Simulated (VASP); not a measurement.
# BeTe (F-43m) in VASP: notebook, part 2 of 2

VASP 6.6.1. The steps go on from the part before.

### Step 4. Single point, HSE06

Contents of POSCAR:

```
BeTe
1.0
    0.0000000000      2.8286236224      2.8286236224
    2.8286236224      0.0000000000      2.8286236224
    2.8286236224      2.8286236224      0.0000000000
Be Te
1 1
Direct
    0.0000000000      0.0000000000      0.0000000000
    0.2500000000      0.2500000000      0.2500000000
```

Contents of INCAR.step1:

```
SYSTEM = BeTe
  ALGO = Normal
  EDIFF = 1E-5
  ENCUT = 520
  GGA = PE
  ISIF = 2
  ISMEAR = 0
  LASPH = .TRUE.
  LREAL = .FALSE.
  LWAVE = .TRUE.
  NBANDS = 11
  NELM = 60
  PREC = Accurate
  SIGMA = 0.01
```

Contents of INCAR.step2:

```
SYSTEM = BeTe
  ALGO = Normal
  EDIFF = 1E-6
  ENCUT = 520
  GGA = PE
  HFSCREEN = 0.2079
  ISIF = 2
  ISMEAR = 0
  ISTART = 1
  LASPH = .TRUE.
  LCHARG = .TRUE.
  LELF = .TRUE.
  LHFCALC = .TRUE.
  LREAL = .FALSE.
  LVHAR = .TRUE.
  LWAVE = .FALSE.
  NBANDS = 11
  NELM = 60
  PREC = Accurate
  PRECFOCK = Normal
  SIGMA = 0.01
```

Contents of KPOINTS:

```
k-points
0
G
  4 4 4
  0 0 0
```

Potentials or basis: VASP PAW PBE potentials, release 64 (Be, Te).

Launch:

```console
$ cat potpaw_PBE.64/Be/POTCAR potpaw_PBE.64/Te/POTCAR > POTCAR
$ cp INCAR.step1 INCAR
$ mpirun -np 1 vasp_std > vasp.out
$ cp INCAR.step2 INCAR
$ mpirun -np 1 vasp_std > vasp.out
```

OUTCAR:

```text
SYSTEM = BeTe
   EDIFF = 1E-6
   ENCUT = 520
   GGA = PE
   HFSCREEN = 0.2079
   ISIF = 2
   ISMEAR = 0
   ISTART = 1
   LASPH = .TRUE.
   LHFCALC = .TRUE.
   LREAL = .FALSE.
   NELM = 60
   PREC = Accurate
   PRECFOCK = Normal

 ion  position               nearest neighbor table
   1  0.000  0.000  0.000-   2 2.45   2 2.45   2 2.45   2 2.45
   2  0.250  0.250  0.250-   1 2.45   1 2.45   1 2.45   1 2.45

  LATTYP: Found a face centered cubic cell.
 ALAT       =     5.6572472448

  Lattice vectors:

 A1 = (   0.0000000000,   2.8286236224,   2.8286236224)
 A2 = (   2.8286236224,   0.0000000000,   2.8286236224)
 A3 = (   2.8286236224,   2.8286236224,   0.0000000000)

Analysis of symmetry for initial positions (statically):
=====================================================================
 Subroutine PRICEL returns:
 Original cell was already a primitive cell.

 Routine SETGRP: Setting up the symmetry group for a
 face centered cubic supercell.

 Subroutine GETGRP returns: Found 24 space group operations
 (whereof 24 operations were pure point group operations)
 out of a pool of 48 trial point group operations.

The static configuration has the point symmetry T_d .

Analysis of symmetry for dynamics (positions and initial velocities):
=====================================================================
 Subroutine PRICEL returns:
 Original cell was already a primitive cell.

 Routine SETGRP: Setting up the symmetry group for a
 face centered cubic supercell.

 Subroutine GETGRP returns: Found 24 space group operations
 (whereof 24 operations were pure point group operations)
 out of a pool of 48 trial point group operations.

The dynamic configuration has the point symmetry T_d .

 Subroutine INISYM returns: Found 24 space group operations
 (whereof 24 operations are pure point group operations),
 and found     1 'primitive' translations

----------------------------------------------------------------------------------------

                                     Primitive cell

  volume of cell :      45.2643

  direct lattice vectors                    reciprocal lattice vectors
     0.000000000  2.828623622  2.828623622    -0.176764415  0.176764415  0.176764415
     2.828623622  0.000000000  2.828623622     0.176764415 -0.176764415  0.176764415
     2.828623622  2.828623622  0.000000000     0.176764415  0.176764415 -0.176764415

  length of vectors
     4.000277890  4.000277890  4.000277890     0.306164948  0.306164948  0.306164948

  position of ions in fractional coordinates (direct lattice)
     0.000000000  0.000000000  0.000000000
     0.250000000  0.250000000  0.250000000

  ion indices of the primitive-cell ions
   primitive index   ion index
                 1           1
                 2           2

----------------------------------------------------------------------------------------

 KPOINTS: k-points

Automatic generation of k-mesh.
 Grid dimensions read from file:
 generate k-points for:    4    4    4

 Generating k-lattice:

  Cartesian coordinates                     Fractional coordinates (reciprocal lattice)
[... 30 lines left out ...]
   ions per type =               1   1
   NGX,Y,Z   is equivalent  to a cutoff of  12.47, 12.47, 12.47 a.u.
   NGXF,Y,Z  is equivalent  to a cutoff of  24.94, 24.94, 24.94 a.u.
 SYSTEM =  BeTe
   PREC   = accura    normal or accurate (medium, high low for compatibility)
   ISTART =      1    job   : 0-new  1-cont  2-samecut
   ICHARG =      0    charge: 1-file 2-atom 10-const
   ISPIN  =      1    spin polarized calculation?
   LNONCOLLINEAR =      F non collinear calculations
   LSORBIT =      F    spin-orbit coupling
   LASPH  =      T    aspherical Exc in radial PAW
   ENCUT  =  520.0 eV  38.22 Ry    6.18 a.u.   7.44  7.44  7.44*2*pi/ulx,y,z
   NELM   =     60;   NELMIN=  2; NELMDL=  0     # of ELM steps
   EDIFF  = 0.1E-05   stopping-criterion for ELM
   LREAL  =      F    real-space projection
   EDIFFG = 0.1E-04   stopping-criterion for IOM
   NSW    =      0    number of steps for IOM
   IBRION =     -1    ionic relax: 0-MD 1-quasi-New 2-CG
   NFREE  =      0    steps in history (QN), initial steepest desc. (CG)
   ISIF   =      2    stress and relaxation
   ISYM   =      3    0-nonsym 1-usesym 2-fastsym
   POTIM  = 0.5000    time-step for ionic-motion
   TEBEG  =    0.0;   TEEND  =   0.0 temperature during run
   PSTRESS=    0.0 pullay stress
   NELECT =       8.0000    total number of electrons
   NUPDOWN=      -1.0000    fix difference up-down
   EMIN   =  10.00;   EMAX   =-10.00  energy-range for DOS
   EFERMI =   0.00;   METHOD = LEGACY
   ISMEAR =     0;   SIGMA  =   0.01  broadening in eV -4-tet -1-fermi 0-gaus
   EFERMI_NEDOS =   21; number of points for ismear=-14 and -15
   IALGO  =     38    algorithm
   IMIX   =      1    mixing-type and parameters
     AMIX     =   0.40;   BMIX     =  1.00
     AMIX_MAG =   1.60;   BMIX_MAG =  1.00
  volume/ion in A,a.u.               =      22.63       152.73
  Fermi-wavevector in a.u.,A,eV,Ry     =   0.918727  1.736142 11.484116  0.844059
  Thomas-Fermi vector in A             =   2.043841
   LORBIT       =      0    0 simple, 1 ext, 2 COOP (PROOUT), +10 PAW based schemes
   GGA     = PE    functional components
   LHFCALC =     T    Hartree Fock is set to
   PRECFOCK=normal    Normal, Fast or Accurate (Low or Medium for compatibility)
   ENCUT4O =  -1.0   cutoff for four orbital integrals eV
   NKREDX  =     1    reduce k-point grid by
   NKREDY  =     1    reduce k-point grid by
   NKREDZ  =     1    reduce k-point grid by
   AEXX    =    0.2500 exact exchange contribution
   HFSCREEN=    0.2079 screening length (either q_TF or 0.3 A-1)
   HFSCREENC=   0.2079 screening length for correlation (either q_TF or 0.3 A-1)
   ENCUTFOCK=  -1.0 apply spherical cutoff to Coloumb kernel
   IVDW    =     0    specifies the selected vdW correction
   LEPSILON=     F    determine dielectric tensor
   LRPA    =     F    only Hartree local field effects (RPA)
 non-spin polarized calculation
 Gauss-broadening in eV      SIGMA  =   0.01
  energy-cutoff  :      520.00
  volume of cell :       45.26
 maximum number of plane-waves:      1243
 NGX is ok and might be reduce to    30
  NGX = 24; NGY = 24; NGZ = 24

 number of electron       8.0000000 magnetization

 Free energy of the ion-electron system (eV)
  ---------------------------------------------------
  ext. energy  EPLUGINS =         0.00000000
  ---------------------------------------------------
  free energy    TOTEN  =        -8.68400896 eV

  energy without entropy =       -8.68400896  energy(sigma->0) =       -8.68400896

 E-fermi :   4.5223     XC(G=0):  -7.5135

 val. band max:        4.4715432998   @ k =   0.0000   0.0000   0.0000
 cond. band min:       7.1587464874   @ k =   0.5000   0.5000   0.0000
 fundamental gap:      2.6872031876
 Fermi energy:         4.5222561033

 k-point     1 :       0.0000    0.0000    0.0000
  band No.  band energies     occupation
      1      -8.8642      2.00000
      2       4.4715      2.00000
      3       4.4715      2.00000
      4       4.4715      2.00000
      5       8.9628      0.00000
      6       8.9628      0.00000
      7       8.9628      0.00000
      8       8.9887      0.00000
      9      13.8268      0.00000
     10      15.7373      0.00000
     11      15.7373      0.00000
[... 85 lines left out ...]
 k-point     8 :      -0.2500    0.5000    0.2500
  band No.  band energies     occupation
      1      -6.8021      2.00000
      2      -0.5320      2.00000
      3       0.5479      2.00000
      4       1.0924      2.00000
      5      10.5651      0.00000
      6      10.9511      0.00000
      7      11.0048      0.00000
      8      11.6239      0.00000
      9      16.6031      0.00000
     10      17.4069      0.00000
     11      18.5184      0.00000

------------------------ aborting loop because EDIFF is reached ----------------------------------------

  FORCE on cell =-STRESS in cart. coord.  units (eV):
  Direction    XX          YY          ZZ          XY          YZ          ZX
  --------------------------------------------------------------------------------------
  -------------------------------------------------------------------------------------
  Total       -0.1543998     -0.1543998     -0.1543998      0.0000000      0.0000000      0.0000000
  in kB       -5.4651477     -5.4651477     -5.4651477      0.0000000      0.0000000      0.0000000
  external PRESSURE =      -5.4651477 kB  Pullay stress =       0.0000000 kB

 VOLUME and BASIS-vectors are now :
 -----------------------------------------------------------------------------
  energy-cutoff  :      520.00
  volume of cell :       45.26
      direct lattice vectors                 reciprocal lattice vectors
     0.000000000  2.828623622  2.828623622    -0.176764415  0.176764415  0.176764415
     2.828623622  0.000000000  2.828623622     0.176764415 -0.176764415  0.176764415
     2.828623622  2.828623622  0.000000000     0.176764415  0.176764415 -0.176764415

 POSITION                                       TOTAL-FORCE (eV/Angst)
 -----------------------------------------------------------------------------------
      0.00000      0.00000      0.00000         0.000000      0.000000      0.000000
      1.41431      1.41431      1.41431        -0.000000     -0.000000     -0.000000
 -----------------------------------------------------------------------------------
    total drift:                                0.000000     -0.000001     -0.000000

  FREE ENERGIE OF THE ION-ELECTRON SYSTEM (eV)
  ---------------------------------------------------
  free  energy   TOTEN  =        -8.6840089561 eV

  energy  without entropy=       -8.6840089561  energy(sigma->0) =       -8.68400896
```

Run time: 3.8 min. Hardware: 1 thread of Intel Xeon Platinum 8175M at 2.50GHz (Skylake/Cascade Lake), shared host; peak memory 0.28 GiB.

What came out:

```
Free energy            : -8.6840 eV
Pressure               : -0.5 GPa
Band gap on the k mesh : 2.69 eV, indirect (least direct gap 4.49 eV)
```

Levels at points of the mesh, in eV from the valence-band top:
```csv
k point,band 1,band 2,band 3,band 4,band 5,band 6,band 7,band 8,band 9
"(0.00, 0.00, 0.00)",-13.34,0.00,0.00,0.00,4.49,4.49,4.49,4.52,9.36
"(0.50, 0.00, 0.00)",-11.86,-6.00,-1.20,-1.20,3.81,5.49,5.49,8.85,12.06
"(0.50, 0.50, 0.00)",-11.31,-5.57,-2.82,-2.82,2.69,3.41,10.99,10.99,12.79
```

Caveat: the k points lie up to 0.48 Å⁻¹ apart; the PAW data sets were made with another functional, which shifts forces and pressure a little; spin-orbit coupling is left out, which moves the levels of the heavy elements.

### Step 5. Single point, HSE06

POSCAR is that of step 4.

Contents of INCAR.step1:

```
ALGO = Normal
EDIFF = 1E-5
ENCUT = 520
GGA = PE
ISIF = 2
ISMEAR = 1
LASPH = T
LCHARG = F
LREAL = F
LWAVE = T
NBANDS = 11
NELM = 80
PREC = Accurate
SIGMA = 0.001
```

Contents of INCAR.step2:

```
ALGO = Normal
EDIFF = 1E-6
ENCUT = 520
GGA = PE
HFSCREEN = 0.2079
ISIF = 2
ISMEAR = 1
ISTART = 1
LASPH = T
LCHARG = F
LHFCALC = T
LREAL = F
LWAVE = F
NBANDS = 11
NELM = 80
PREC = Accurate
PRECFOCK = Normal
SIGMA = 0.001
```

Contents of KPOINTS:

```
k-points
0
Gamma
  4 4 4
```

Launch:

```console
$ cat potpaw_PBE.64/Be/POTCAR potpaw_PBE.64/Te/POTCAR > POTCAR
$ cp INCAR.step1 INCAR
$ mpirun -np 1 vasp_std > vasp.out
$ cp INCAR.step2 INCAR
$ mpirun -np 1 vasp_std > vasp.out
```

Wall time 3.4 min (1 thread of Intel Xeon Platinum 8175M at 2.50GHz (Skylake/Cascade Lake), shared host); peak memory 0.28 GiB.

It converged, with:

* Free energy: -8.6840 eV
* Pressure: -0.5 GPa
* Band gap on the k mesh: 2.69 eV, indirect (least direct gap 4.49 eV)

Levels at points of the mesh, in eV from the valence-band top:
| k point | band 1 | band 2 | band 3 | band 4 | band 5 | band 6 | band 7 | band 8 |
| --- | --- | --- | --- | --- | --- | --- | --- | --- |
| (0.00, 0.00, 0.00) | -13.34 | 0.00 | 0.00 | 0.00 | 4.49 | 4.49 | 4.49 | 4.52 |
| (0.50, 0.00, 0.00) | -11.86 | -6.00 | -1.20 | -1.20 | 3.81 | 5.49 | 5.49 | 8.85 |
| (0.50, 0.50, 0.00) | -11.31 | -5.57 | -2.82 | -2.82 | 2.69 | 3.41 | 10.99 | 10.99 |

Caveat: the k points lie up to 0.48 Å⁻¹ apart; the PAW data sets were made with another functional, which shifts forces and pressure a little; spin-orbit coupling is left out, which moves the levels of the heavy elements. A k mesh can miss the band edges.

### Step 6. Overview

```csv
level,smearing,share of exact exchange,screening parameter,gap on the mesh (eV),pressure (GPa)
PBE-based screened hybrid,gaussian 0.01 eV,0.15,0.2078 1/Å,2.40,0.0
PBE-based screened hybrid,gaussian 0.01 eV,0.75,0.3 1/Å,3.63,-3.0
HSE06,gaussian 0.01 eV,-,0.2079 1/Å,2.69,-0.5
HSE06,methfessel-paxton 0.001 eV,-,0.2079 1/Å,2.69,-0.5
```

Alike in all rows: task single point; potentials or basis VASP PAW PBE potentials, release 64 (Be, Te); no spin polarisation; cell as given; k mesh 4 × 4 × 4; cutoff (eV) 520.

Caveats: all runs use coarse meshes; the PAW data sets were made with another functional, which shifts forces and pressure a little; spin-orbit coupling is left out, which moves the levels of the heavy elements.

Absolute energies hang on the potentials; compare differences alone.
